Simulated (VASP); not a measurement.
# Mg6O6F in VASP: single point with PBE

Aim: the single point of Mg6O6F with PBE.

Program: VASP 6.6.1. These are calculated values, not measurements. Logs are shortened: lines on timing, memory, paths and dates and some standing lists are left out, and cuts for length are marked.

## 1. The cell of the first run

The cell holds a slab with vacuum, 26 atoms: a = 6.238 Å, b = 6.238 Å, c = 18.367 Å, α = 90.00°, β = 90.00°, γ = 60.00°.

## 2. Single point, PBE

INCAR

```
SYSTEM = Mg6O6F
  PREC = Accurate
  ENCUT = 520
  EDIFF = 1E-6
  ISMEAR = -1
  SIGMA = 0.02
  LREAL = Auto
  LASPH = .True.
  NELM = 100
  ALGO = Normal
  ISIF = 2
  LWAVE = .False.
  LCHARG = .False.
  GGA = PE
  NBANDS = 74
```

KPOINTS

```
regular mesh
0
Gamma
  2 2 1
  0 0 0
```

POSCAR

```
Mg6O6F
1.0
    6.2383790000      0.0000000000      0.0000000000
    3.1191890000      5.4025950000      0.0000000000
    0.0000000000      0.0000000000     18.3670190000
Mg O F
12 12 2
Direct
    0.0000000000      0.0000000000      0.0544454200
    0.0000000500      0.4999999600      0.0544454200
    0.4999999900      0.0000000000      0.0544454200
    0.5000000400      0.4999999600      0.0544454200
    0.6677897094      0.6644199031      0.1963822153
    0.6646553764      0.1706800532      0.1991832101
    0.1677799343      0.6644179874      0.1963788606
    0.1646441384      0.1706757480      0.1991741900
    0.3397538463      0.3202903818      0.3384584242
    0.3314771024      0.8370022885      0.3283877011
    0.8398019280      0.3203125529      0.3384855054
    0.8315073936      0.8370049012      0.3283995148
    0.3333334200      0.8333332700      0.1237764100
    0.3333333600      0.3333333100      0.1237764100
    0.8333334100      0.8333332700      0.1237764100
    0.8333333500      0.3333333100      0.1237764100
   -0.0039003789      0.5077775229      0.2541234707
    0.0027196576     -0.0054548004      0.2517493129
    0.4960965660      0.5077823160      0.2541179131
    0.5026882088     -0.0054296826      0.2517462592
    0.6713125851      0.1572093119      0.3727984235
    0.6669626140      0.6660198913      0.3770198446
    0.1713627281      0.1571405468      0.3728152185
    0.1670118254      0.6659701706      0.3770226258
    0.1578183146      0.6844049267      0.4555337143
    0.6577414625      0.6844672578      0.4555311403
```

Potentials or basis: VASP PAW PBE potentials, release 64 (Mg, O, F).

On the command line:

```console
> cat potpaw_PBE.64/Mg/POTCAR potpaw_PBE.64/O/POTCAR potpaw_PBE.64/F/POTCAR > POTCAR
> mpirun -np 1 vasp_std > vasp.out
```

OUTCAR:

```text
SYSTEM = Mg6O6F
   PREC = Accurate
   ENCUT = 520
   EDIFF = 1E-6
   ISMEAR = -1
   LREAL = Auto
   LASPH = .True.
   NELM = 100
   ISIF = 2
   GGA = PE

 ion  position               nearest neighbor table
   1  0.000  0.000  0.054-  15 2.21  16 2.21  13 2.21   2 3.12   3 3.12   4 3.12   3 3.12   2 3.12
                             4 3.12   7 3.18   8 3.22   6 3.22
   2  0.000  0.500  0.054-  14 2.21  15 2.21  16 2.21   1 3.12   4 3.12   3 3.12   4 3.12   1 3.12
                             3 3.12   7 3.16   5 3.17   8 3.20
   3  0.500  0.000  0.054-  13 2.21  14 2.21  15 2.21   4 3.12   1 3.12   2 3.12   1 3.12   4 3.12
                             2 3.12   5 3.18   8 3.22   6 3.22
   4  0.500  0.500  0.054-  14 2.21  16 2.21  13 2.21   3 3.12   2 3.12   1 3.12   2 3.12   3 3.12
                             1 3.12   7 3.17   5 3.17   6 3.20
   5  0.668  0.664  0.196-  20 2.05  17 2.07  19 2.07  16 2.23  13 2.25  15 2.25  10 3.03  12 3.03
                             8 3.09   6 3.09   7 3.12   7 3.12   6 3.15   8 3.15   4 3.17   2 3.17
   6  0.665  0.171  0.199-  18 2.07  20 2.07  19 2.08  14 2.26  16 2.26  15 2.29  12 2.98   7 3.09
                             5 3.09   9 3.10  11 3.10   8 3.12   8 3.12   5 3.15   7 3.15   4 3.20
   7  0.168  0.664  0.196-  18 2.05  19 2.07  17 2.07  14 2.23  15 2.25  13 2.25  10 3.03  12 3.03
                             6 3.09   8 3.09   5 3.12   5 3.12   8 3.15   6 3.15   2 3.16   4 3.17
   8  0.165  0.171  0.199-  20 2.07  18 2.07  17 2.08  16 2.26  14 2.26  13 2.29  10 2.98   5 3.09
                             7 3.09   9 3.10  11 3.10   6 3.12   6 3.12   7 3.15   5 3.15   2 3.20
   9  0.340  0.320  0.338-  21 1.90  23 1.90  24 2.00  20 2.37  17 2.42  19 2.42  10 3.05  12 3.05
                             8 3.10   6 3.10  11 3.12  11 3.12  12 3.20  10 3.20   7 3.20
  10  0.331  0.837  0.328-  23 1.91  22 2.02  24 2.02  19 2.24  18 2.27  20 2.27   8 2.98   7 3.03
                             5 3.03   9 3.05  11 3.05  12 3.12  12 3.12  11 3.20   9 3.20
  11  0.840  0.320  0.338-  23 1.90  21 1.90  22 2.00  18 2.37  19 2.42  17 2.42  12 3.05  10 3.05
                             6 3.10   8 3.10   9 3.12   9 3.12  10 3.20  12 3.20   5 3.20
  12  0.832  0.837  0.328-  21 1.91  24 2.02  22 2.02  17 2.24  18 2.27  20 2.27   6 2.98   7 3.03
                             5 3.03  11 3.05   9 3.05  10 3.12  10 3.12   9 3.20  11 3.20
  13  0.333  0.833  0.124-   3 2.21   4 2.21   1 2.21   5 2.25   7 2.25   8 2.29
  14  0.333  0.333  0.124-   4 2.21   2 2.21   3 2.21   7 2.23   6 2.26   8 2.26
  15  0.833  0.833  0.124-   1 2.21   2 2.21   3 2.21   7 2.25   5 2.25   6 2.29
  16  0.833  0.333  0.124-   4 2.21   1 2.21   2 2.21   5 2.23   8 2.26   6 2.26
  17  0.996  0.508  0.254-   5 2.07   7 2.07   8 2.08  12 2.24   9 2.42  11 2.42
  18  0.003  0.995  0.252-   7 2.05   6 2.07   8 2.07  10 2.27  12 2.27  11 2.37
  19  0.496  0.508  0.254-   7 2.07   5 2.07   6 2.08  10 2.24  11 2.42   9 2.42
  20  0.503  0.995  0.252-   5 2.05   8 2.07   6 2.07  10 2.27  12 2.27   9 2.37
  21  0.671  0.157  0.373-   9 1.90  11 1.90  12 1.91
  22  0.667  0.666  0.377-  26 1.45  11 2.00  10 2.02  12 2.02
  23  0.171  0.157  0.373-  11 1.90   9 1.90  10 1.91
  24  0.167  0.666  0.377-  25 1.45   9 2.00  12 2.02  10 2.02
  25  0.158  0.684  0.456-  24 1.45
  26  0.658  0.684  0.456-  22 1.45

  LATTYP: Found a hexagonal cell.
 ALAT       =     6.2383790164
 C/A-ratio  =     2.9441973551

  Lattice vectors:

 A1 = (  -3.1191890000,  -5.4025950000,   0.0000000000)
 A2 = (   6.2383790000,   0.0000000000,   0.0000000000)
 A3 = (   0.0000000000,   0.0000000000,  18.3670190000)

Analysis of symmetry for initial positions (statically):
=====================================================================
 Subroutine PRICEL returns:
 Original cell was already a primitive cell.

 Routine SETGRP: Setting up the symmetry group for a
 hexagonal supercell.

 Subroutine GETGRP returns: Found  1 space group operations
 (whereof  1 operations were pure point group operations)
 out of a pool of 24 trial point group operations.

The static configuration has the point symmetry C_1 .

Analysis of symmetry for dynamics (positions and initial velocities):
=====================================================================
 Subroutine PRICEL returns:
 Original cell was already a primitive cell.

 Routine SETGRP: Setting up the symmetry group for a
 hexagonal supercell.

 Subroutine GETGRP returns: Found  1 space group operations
 (whereof  1 operations were pure point group operations)
 out of a pool of 24 trial point group operations.

The dynamic configuration has the point symmetry C_1 .

 Subroutine INISYM returns: Found  1 space group operations
 (whereof  1 operations are pure point group operations),
 and found     1 'primitive' translations

[... 69 lines left out ...]
                26          26

----------------------------------------------------------------------------------------

 KPOINTS: regular mesh

Automatic generation of k-mesh.
 Grid dimensions read from file:
 generate k-points for:    2    2    1

 Generating k-lattice:

  Cartesian coordinates                     Fractional coordinates (reciprocal lattice)
     0.080149026 -0.046274052  0.000000000     0.500000000  0.000000000  0.000000000
     0.000000000  0.092548118  0.000000000     0.000000000  0.500000000  0.000000000
     0.000000000  0.000000000  0.054445417     0.000000000  0.000000000  1.000000000

  Length of vectors
     0.092548118  0.092548118  0.054445417

  Shift w.r.t. Gamma in fractional coordinates (k-lattice)
     0.000000000  0.000000000  0.000000000

 Subroutine IBZKPT returns following result:
 ===========================================

 Found      4 irreducible k-points:

 Following reciprocal coordinates:
            Coordinates               Weight
  0.000000  0.000000  0.000000      1.000000
  0.500000 -0.000000  0.000000      1.000000
  0.500000  0.500000  0.000000      1.000000
  0.000000  0.500000  0.000000      1.000000
   k-points           NKPTS =      4   k-points in BZ     NKDIM =      4   number of bands    NBANDS=     74
   number of dos      NEDOS =    301   number of ions     NIONS =     26
   total plane-waves  NPLWV = 322560
   dimension x,y,z NGX =    48 NGY =   48 NGZ =  140
   dimension x,y,z NGXF=    96 NGYF=   96 NGZF=  280
   ions per type =              12  12   2
   NGX,Y,Z   is equivalent  to a cutoff of  12.79, 12.79, 12.67 a.u.
   NGXF,Y,Z  is equivalent  to a cutoff of  25.58, 25.58, 25.34 a.u.
 SYSTEM =  Mg6O6F
   PREC   = accura    normal or accurate (medium, high low for compatibility)
   ISTART =      0    job   : 0-new  1-cont  2-samecut
   ICHARG =      2    charge: 1-file 2-atom 10-const
   ISPIN  =      1    spin polarized calculation?
   LNONCOLLINEAR =      F non collinear calculations
   LSORBIT =      F    spin-orbit coupling
   LASPH  =      T    aspherical Exc in radial PAW
   ENCUT  =  520.0 eV  38.22 Ry    6.18 a.u.  11.60 11.60 34.15*2*pi/ulx,y,z
   NELM   =    100;   NELMIN=  2; NELMDL= -5     # of ELM steps
   EDIFF  = 0.1E-05   stopping-criterion for ELM
   LREAL  =      T    real-space projection
   EDIFFG = 0.1E-04   stopping-criterion for IOM
   NSW    =      0    number of steps for IOM
[... 5 lines left out ...]
   TEBEG  =    0.0;   TEEND  =   0.0 temperature during run
   PSTRESS=    0.0 pullay stress
   NELECT =     110.0000    total number of electrons
   NUPDOWN=      -1.0000    fix difference up-down
   EMIN   =  10.00;   EMAX   =-10.00  energy-range for DOS
   EFERMI =   0.00;   METHOD = LEGACY
   ISMEAR =    -1;   SIGMA  =   0.02  broadening in eV -4-tet -1-fermi 0-gaus
   EFERMI_NEDOS =   21; number of points for ismear=-14 and -15
   IALGO  =     38    algorithm
   IMIX   =      4    mixing-type and parameters
     AMIX     =   0.40;   BMIX     =  1.00
     AMIX_MAG =   1.60;   BMIX_MAG =  1.00
  volume/ion in A,a.u.               =      23.81       160.67
  Fermi-wavevector in a.u.,A,eV,Ry     =   0.920382  1.739270 11.525536  0.847103
  Thomas-Fermi vector in A             =   2.045681
   LORBIT       =      0    0 simple, 1 ext, 2 COOP (PROOUT), +10 PAW based schemes
   GGA     = PE    functional components
   LHFCALC =     F    Hartree Fock is set to
   AEXX    =    0.0000 exact exchange contribution
   IVDW    =     0    specifies the selected vdW correction
   LEPSILON=     F    determine dielectric tensor
   LRPA    =     F    only Hartree local field effects (RPA)
 non-spin polarized calculation
  energy-cutoff  :      520.00
  volume of cell :      619.03
 maximum number of plane-waves:     16696
 NGX is ok and might be reduce to    48
   NGX = 23   NGY = 23   NGZ = 69

 number of electron     109.9999989 magnetization

 Free energy of the ion-electron system (eV)
  ---------------------------------------------------
  ext. energy  EPLUGINS =         0.00000000
  ---------------------------------------------------
  free energy    TOTEN  =      -129.95917866 eV

  energy without entropy =     -129.91482811  energy(sigma->0) =     -129.93700339

 E-fermi :  -2.0616     XC(G=0):  -5.6132

 val. band max:       -2.0656220133   @ k =   0.0000   0.5000   0.0000
 cond. band min:      -2.0595586629   @ k =   0.5000  -0.0000   0.0000
 fundamental gap:      0.0060633504
 Fermi energy:        -2.0615938548

 k-point     1 :       0.0000    0.0000    0.0000
  band No.  band energies     occupation
      1     -26.2033      2.00000
      2     -26.1193      2.00000
      3     -19.8793      2.00000
      4     -19.1940      2.00000
      5     -19.1874      2.00000
      6     -19.1792      2.00000
[... 269 lines left out ...]
     66       4.2793      0.00000
     67       4.5093      0.00000
 [bands above 67 left out]

------------------------ aborting loop because EDIFF is reached ----------------------------------------

  FORCE on cell =-STRESS in cart. coord.  units (eV):
  Direction    XX          YY          ZZ          XY          YZ          ZX
  --------------------------------------------------------------------------------------
  -------------------------------------------------------------------------------------
  Total       -1.5328371     -1.9790843     -8.9361269      0.0018027      0.0333786      0.0024555
  in kB       -3.9672881     -5.1222648    -23.1284786      0.0046656      0.0863906      0.0063553
  external PRESSURE =     -10.7393439 kB  Pullay stress =       0.0000000 kB

 VOLUME and BASIS-vectors are now :
 -----------------------------------------------------------------------------
  energy-cutoff  :      520.00
  volume of cell :      619.03
      direct lattice vectors                 reciprocal lattice vectors
     6.238379000  0.000000000  0.000000000     0.160298052 -0.092548103  0.000000000
     3.119189000  5.402595000  0.000000000     0.000000000  0.185096236  0.000000000
     0.000000000  0.000000000 18.367019000     0.000000000  0.000000000  0.054445417

 POSITION                                       TOTAL-FORCE (eV/Angst)
 -----------------------------------------------------------------------------------
      0.00000      0.00000      1.00000        -0.000175      0.050524      1.754414
      1.55959      2.70130      1.00000        -0.000056     -0.046648      1.668311
      3.11919      0.00000      1.00000         0.000135      0.050481      1.754567
      4.67878      2.70130      1.00000         0.000050     -0.046788      1.668551
      6.23838      3.58959      3.60696        -0.000221      0.002356     -0.030308
      4.67876      0.92212      3.65840        -0.000311     -0.003333     -0.023681
[... 18 lines left out ...]
      3.11932      3.69756      8.36680        -0.000021      0.019347      0.295244
      6.23822      3.69790      8.36675        -0.000144      0.019551      0.296029
 -----------------------------------------------------------------------------------
    total drift:                               -0.000086     -0.007500     -0.008598

  FREE ENERGIE OF THE ION-ELECTRON SYSTEM (eV)
  ---------------------------------------------------
  free  energy   TOTEN  =      -129.9591786581 eV

  energy  without entropy=     -129.9148281141  energy(sigma->0) =     -129.93700339
```

It took 13 min on 1 thread of Oxide Virtual Turin-like, shared host; peak memory 0.67 GiB.

Results:

- Free energy: -129.9592 eV
- Largest force: 1.798 eV/Å
- Band gap on the k mesh: zero (filled and empty bands overlap)

Forces on the atoms (eV/Å):
```
Mg   0.000  0.051  1.754
Mg   0.000 -0.047  1.668
Mg   0.000  0.050  1.755
Mg   0.000 -0.047  1.669
Mg   0.000  0.002 -0.030
Mg   0.000 -0.003 -0.024
Mg   0.000  0.002 -0.030
Mg   0.000 -0.003 -0.023
Mg   0.000  0.013 -0.020
Mg   0.000 -0.013 -0.023
Mg   0.000  0.013 -0.021
Mg  -0.001 -0.013 -0.023
O    0.000 -0.048 -1.797
O    0.000  0.045 -1.539
O    0.000 -0.048 -1.797
O    0.000  0.045 -1.539
O    0.001  0.000  0.021
O    0.000  0.002  0.020
O    0.000  0.001  0.021
O    0.000  0.002  0.019
O    0.001  0.004 -0.009
O    0.001 -0.026 -0.316
O    0.000  0.006 -0.009
O   -0.001 -0.025 -0.316
F    0.000  0.019  0.295
F    0.000  0.020  0.296
```

Caveat: the k points lie up to 0.58 Å⁻¹ apart; there is no dipole correction, which matters where the two faces differ.
